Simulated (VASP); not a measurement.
# Ge (Cmmm) in VASP: notebook, part 2 of 2

VASP 6.6.1. Earlier steps stand in the parts before.

## Step 3: Single point, HSE06

This run uses another cell than the first one, of 19.21 Å³/atom.

Input file POSCAR:

```
Ge
1.0
    1.3877718785     -2.5830623466      0.0000000000
    1.3877718785      2.5830623466      0.0000000000
    0.0000000000      0.0000000000      2.6801215215
Ge
1
Direct
    0.5000000000      0.5000000000      0.0000000000
```

Input file INCAR.step1:

```
SYSTEM = Ge
ALGO     = Normal         ! electronic algorithm
EDIFF    = 1E-5           ! SCF threshold, eV
ENCUT    = 520            ! plane-wave cutoff, eV
GGA      = PE             ! functional
ISIF     = 2              ! what is computed and relaxed
ISMEAR   = -1             ! smearing method
LASPH    = .TRUE.         ! aspherical terms in the spheres
LREAL    = .FALSE.        ! projectors in reciprocal space
LWAVE    = .TRUE.         ! write WAVECAR
NBANDS   = 13             ! bands
NELM     = 80             ! most SCF steps
PREC     = Accurate       ! precision mode
SIGMA    = 0.05           ! smearing width, eV
```

Input file INCAR.step2:

```
SYSTEM = Ge
ALGO     = Normal         ! electronic algorithm
EDIFF    = 1E-6           ! SCF threshold, eV
ENCUT    = 520            ! plane-wave cutoff, eV
GGA      = PE             ! functional
HFSCREEN = 0.2079         ! screening, 1/A
ISIF     = 2              ! what is computed and relaxed
ISMEAR   = -1             ! smearing method
ISTART   = 1            
LASPH    = .TRUE.         ! aspherical terms in the spheres
LCHARG   = .TRUE.         ! write CHGCAR
LELF     = .TRUE.         ! ELF
LHFCALC  = .TRUE.         ! exact exchange
LREAL    = .FALSE.        ! projectors in reciprocal space
LVHAR    = .TRUE.       
LWAVE    = .FALSE.        ! write WAVECAR
NBANDS   = 13             ! bands
NELM     = 80             ! most SCF steps
PREC     = Accurate       ! precision mode
PRECFOCK = Normal       
SIGMA    = 0.05           ! smearing width, eV
```

Input file KPOINTS:

```
k-points
0
G
  6 6 6
  0 0 0
```

Potentials or basis: VASP PAW PBE potentials, release 64 (Ge_d).

The run is started by

```bash
> cat potpaw_PBE.64/Ge_d/POTCAR > POTCAR
> cp INCAR.step1 INCAR
> mpirun -np 1 vasp_std > vasp.out
> cp INCAR.step2 INCAR
> mpirun -np 1 vasp_std > vasp.out
```

OUTCAR:

```text
SYSTEM = Ge
   EDIFF = 1E-6
   ENCUT = 520
   GGA = PE
   HFSCREEN = 0.2079
   ISIF = 2
   ISMEAR = -1
   ISTART = 1
   LASPH = .TRUE.
   LHFCALC = .TRUE.
   LREAL = .FALSE.
   NELM = 80
   PREC = Accurate
   PRECFOCK = Normal

 ion  position               nearest neighbor table
   1  0.500  0.500  0.000-

  LATTYP: Found a base centered orthorhombic cell.
 ALAT       =     2.7755437570
 B/A-ratio  =     1.8613018369
 C/A-ratio  =     0.9656203455

  Lattice vectors:

 A1 = (   1.3877718785,  -2.5830623466,   0.0000000000)
 A2 = (   1.3877718785,   2.5830623466,   0.0000000000)
 A3 = (   0.0000000000,   0.0000000000,   2.6801215215)

Analysis of symmetry for initial positions (statically):
=====================================================================
 Subroutine PRICEL returns:
 Original cell was already a primitive cell.

 Routine SETGRP: Setting up the symmetry group for a
 base centered orthorhombic supercell.

 Subroutine GETGRP returns: Found  8 space group operations
 (whereof  8 operations were pure point group operations)
 out of a pool of  8 trial point group operations.

The static configuration has the point symmetry D_2h.

Analysis of symmetry for dynamics (positions and initial velocities):
=====================================================================
 Subroutine PRICEL returns:
 Original cell was already a primitive cell.

 Routine SETGRP: Setting up the symmetry group for a
 base centered orthorhombic supercell.

 Subroutine GETGRP returns: Found  8 space group operations
 (whereof  8 operations were pure point group operations)
 out of a pool of  8 trial point group operations.

The dynamic configuration has the point symmetry D_2h.

 Subroutine INISYM returns: Found  8 space group operations
 (whereof  8 operations are pure point group operations),
 and found     1 'primitive' translations

[... 119 lines left out ...]
   PRECFOCK=normal    Normal, Fast or Accurate (Low or Medium for compatibility)
   ENCUT4O =  -1.0   cutoff for four orbital integrals eV
   NKREDX  =     1    reduce k-point grid by
   NKREDY  =     1    reduce k-point grid by
   NKREDZ  =     1    reduce k-point grid by
   AEXX    =    0.2500 exact exchange contribution
   HFSCREEN=    0.2079 screening length (either q_TF or 0.3 A-1)
   HFSCREENC=   0.2079 screening length for correlation (either q_TF or 0.3 A-1)
   ENCUTFOCK=  -1.0 apply spherical cutoff to Coloumb kernel
   IVDW    =     0    specifies the selected vdW correction
   LEPSILON=     F    determine dielectric tensor
   LRPA    =     F    only Hartree local field effects (RPA)
 non-spin polarized calculation
  energy-cutoff  :      520.00
  volume of cell :       19.21
 maximum number of plane-waves:       528
 NGX is ok and might be reduce to    24
  NGX = 18; NGY = 18; NGZ = 16

 number of electron      13.9999994 magnetization

 Free energy of the ion-electron system (eV)
  ---------------------------------------------------
  ext. energy  EPLUGINS =         0.00000000
  ---------------------------------------------------
  free energy    TOTEN  =        -5.00365345 eV

  energy without entropy =       -5.00134391  energy(sigma->0) =       -5.00249868

 E-fermi :   6.7606     XC(G=0):  -9.1702

 val. band max:        6.5812433766   @ k =   0.5000   0.1667   0.5000
 cond. band min:       6.7746186015   @ k =  -0.3333   0.1667   0.0000
 fundamental gap:      0.1933752249
 Fermi energy:         6.7605903178

 k-point     1 :       0.0000    0.0000    0.0000
  band No.  band energies     occupation
      1     -21.8201      2.00000
      2     -21.7408      2.00000
      3     -21.6868      2.00000
      4     -21.5913      2.00000
      5     -21.5663      2.00000
      6      -8.2527      2.00000
      7      13.9440      0.00000
      8      14.5805      0.00000
      9      16.2259      0.00000
     10      17.2728      0.00000
     11      19.8406      0.00000
     12      22.4249      0.00000
     13      22.5171      0.00000
[... 354 lines left out ...]
  band No.  band energies     occupation
      1     -21.7381      2.00000
      2     -21.6882      2.00000
      3     -21.6513      2.00000
      4     -21.6209      2.00000
      5     -21.6051      2.00000
      6      -3.0669      2.00000
      7       2.4268      2.00000
      8       8.3988      0.00000
      9      12.9434      0.00000
     10      18.7597      0.00000
     11      22.4053      0.00000
     12      24.3650      0.00000
     13      27.8165      0.00000

 [... further k-points ...]
[... 5 lines left out ...]
  --------------------------------------------------------------------------------------
  -------------------------------------------------------------------------------------
  Total       -0.2891576     -0.9098694      0.6973465      0.0000000      0.0000000      0.0000000
  in kB      -24.1105867    -75.8668725     58.1462517      0.0000000      0.0000000      0.0000000
  external PRESSURE =     -13.9437358 kB  Pullay stress =       0.0000000 kB

 VOLUME and BASIS-vectors are now :
 -----------------------------------------------------------------------------
  energy-cutoff  :      520.00
  volume of cell :       19.21
      direct lattice vectors                 reciprocal lattice vectors
     1.387771878 -2.583062347  0.000000000     0.360289762 -0.193568692  0.000000000
     1.387771878  2.583062347  0.000000000     0.360289762  0.193568692  0.000000000
     0.000000000  0.000000000  2.680121521     0.000000000  0.000000000  0.373117410

 POSITION                                       TOTAL-FORCE (eV/Angst)
 -----------------------------------------------------------------------------------
      1.38777      0.00000      0.00000         0.000000      0.000000      0.000000
 -----------------------------------------------------------------------------------
    total drift:                                0.000000     -0.000001      0.000000

  FREE ENERGIE OF THE ION-ELECTRON SYSTEM (eV)
  ---------------------------------------------------
  free  energy   TOTEN  =        -5.0036534495 eV

  energy  without entropy=       -5.0013439066  energy(sigma->0) =       -5.00249868
```

OUTCAR.step1:

```text
SYSTEM = Ge
   EDIFF = 1E-5
   ENCUT = 520
   GGA = PE
   ISIF = 2
   ISMEAR = -1
   LASPH = .TRUE.
[... 603 lines left out ...]
 -----------------------------------------------------------------------------------
      1.38777      0.00000      0.00000        -0.000000     -0.000000      0.000000
 -----------------------------------------------------------------------------------
    total drift:                               -0.000000     -0.000000     -0.000000

  FREE ENERGIE OF THE ION-ELECTRON SYSTEM (eV)
  ---------------------------------------------------
  free  energy   TOTEN  =        -4.2895222415 eV

  energy  without entropy=       -4.2865595976  energy(sigma->0) =       -4.28804092
```

Wall time 22 min (1 thread of Intel Xeon 6975P-C (Granite Rapids), shared host); peak memory 0.25 GiB.

What came out:

- Free energy: -5.0037 eV
- Pressure: -1.4 GPa
- Band gap on the k mesh: zero (bands 7 and 8 overlap by 11.24 eV)

Levels at points of the mesh, in eV from the Fermi level:
```
           k point  band 3  band 4  band 5  band 6  band 7  band 8  band 9  band 10  band 11  band 12
(0.00, 0.00, 0.00)  -28.45  -28.35  -28.33  -15.01    7.18    7.82    9.47    10.51    13.08    15.66
(0.50, 0.00, 0.00)  -28.39  -28.36  -28.35   -9.15   -6.53    3.68    7.70    11.51    17.14    17.45
(0.50, 0.50, 0.00)  -28.39  -28.36  -28.34  -10.14   -6.77    5.65    9.50    10.78    16.65    16.82
(0.00, 0.00, 0.50)  -28.42  -28.40  -28.37  -10.66   -7.08   10.99   12.64    16.84    16.87    18.03
(0.50, 0.00, 0.50)  -28.44  -28.35  -28.26   -4.15   -3.07   -2.37    3.51     6.92    12.25    13.68
(0.50, 0.50, 0.50)  -28.41  -28.35  -28.29   -5.31   -3.22   -3.07    3.08     8.85    14.18    15.42
```

Caveat: the k points lie up to 0.43 Å⁻¹ apart, too coarse for converged energies and pressures of a metal; the PAW data sets were made with another functional, which shifts forces and pressure a little.

## Step 4: Single point, PBE

This run uses another cell than the first one, of 19.61 Å³/atom.

Input file INCAR:

```
ALGO = Normal ; EDIFF = 1E-7
ENCUT = 520 ; GGA = PE
ISIF = 2 ; ISMEAR = 0
LASPH = T ; LCHARG = F
LREAL = F ; LWAVE = F
NBANDS = 13 ; NELM = 100
PREC = Accurate ; SIGMA = 0.028999999999999998
```

Input file KPOINTS:

```
k-points
0
Gamma
  11 11 10
```

Input file POSCAR:

```
Ge
1.0
    1.3971490000     -2.6005160000      0.0000000000
    1.3971490000      2.6005160000      0.0000000000
    0.0000000000      0.0000000000      2.6982310000
Ge
1
Direct
    0.5000000000      0.5000000000      0.0000000000
```

The run is started by

```bash
> cat potpaw_PBE.64/Ge_d/POTCAR > POTCAR
> mpirun -np 1 vasp_std > vasp.out
```

Wall time 56 s (1 thread of Intel Xeon 8259CL, shared host); peak memory 0.17 GiB.

The run converged. Its results:

| Item | Value |
| --- | --- |
| Free energy | -4.2669 eV |
| Pressure | -0.6 GPa |
| Band gap on the k mesh | zero (bands 7 and 8 overlap by 9.06 eV) |

Stress tensor (GPa, compression positive):
```
 1.08  0.00  0.00
 0.00 -2.83  0.00
 0.00  0.00 -0.16
```

Levels at points of the mesh, in eV from the Fermi level:
```
           k point  band 4  band 5  band 6  band 7  band 8  band 9  band 10  band 11
(0.00, 0.00, 0.00)  -24.51  -24.49  -12.85    6.68    7.15    8.66    10.18    12.51
(0.00, 0.00, 0.50)  -24.56  -24.53   -9.08   -5.66    9.98   11.49    16.04    16.13
```

## Step 5: Overview

```tsv
level	cell	k mesh	smearing	grid for exact exchange (PRECFOCK)	share of exact exchange	screening parameter	gap on the mesh (eV)	pressure (GPa)
HSE06	a = 3.010, b = 3.010, c = 2.751 Å, angles 90.0, 90.0, 123.5°, 1 atom	6 × 6 × 6	fermi-dirac 0.05 eV	Normal	0.25	0.2079 1/Å	none	-6.3
HSE06	a = 2.932, b = 2.932, c = 2.680 Å, angles 90.0, 90.0, 123.5°, 1 atom	6 × 6 × 6	fermi-dirac 0.05 eV	Normal	0.25	0.2079 1/Å	none	-1.4
PBE	a = 2.952, b = 2.952, c = 2.698 Å, angles 90.0, 90.0, 123.5°, 1 atom	11 × 11 × 10	gaussian 0.029 eV	-	-	-	none	-0.6
```

Alike in all rows: task single point; potentials or basis VASP PAW PBE potentials, release 64 (Ge_d); no spin polarisation; cutoff (eV) 520.

Caveats: some runs use coarse meshes; the PAW data sets were made with another functional, which shifts forces and pressure a little (at least some runs).

Absolute energies hang on the potentials; compare differences alone.
